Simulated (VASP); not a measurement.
Set up this calculation in VASP 6.6.1, as the native input.

```
Task                   : single point
Functional             : LDA
Potentials or basis    : VASP PAW LDA potentials, release 64 (Si)
Cutoff                 : 520 eV
k mesh                 : 8 × 8 × 8
Occupations            : gaussian, width 0.02 eV
Spin                   : no spin polarisation
Dipole correction      : no
Further INCAR settings : ALGO = Normal; EDIFF = 1e-06; NBANDS = 11
```

The structure of Si lies in POSCAR:

```
Si
1.0
    0.0000000000      2.7007939321      2.7007939321
    2.7007939321      0.0000000000      2.7007939321
    2.7007939321      2.7007939321      0.0000000000
Si
2
Direct
    0.5000000000      0.5000000000      0.5000000000
    0.7500000000      0.7500000000      0.7500000000
```

These files were run (other wordings do the same):

INCAR

```
PREC = Accurate
ENCUT = 520
EDIFF = 1E-6
ISMEAR = 0
SIGMA = 0.02
LREAL = False
LASPH = True
NELM = 80
ALGO = Normal
ISIF = 2
LWAVE = False
LCHARG = False
GGA = CA
NBANDS = 11
```

KPOINTS

```
Automatic mesh
0
Gamma
  8 8 8
```

Potentials or basis: VASP PAW LDA potentials, release 64 (Si).

Launch:

```bash
$ cat potpaw_LDA.64/Si/POTCAR > POTCAR
$ mpirun -np 1 vasp_std > vasp.out
```

It gave:

The pressure is 0.1 GPa and the band gap on the k mesh is 0.49 eV, indirect (least direct gap 2.53 eV).

Run time: 3.7 s on 1 thread of Intel(R) Xeon(R) 6975P-C (Granite Rapids), with other jobs on the host, peak memory 0.13 GiB.
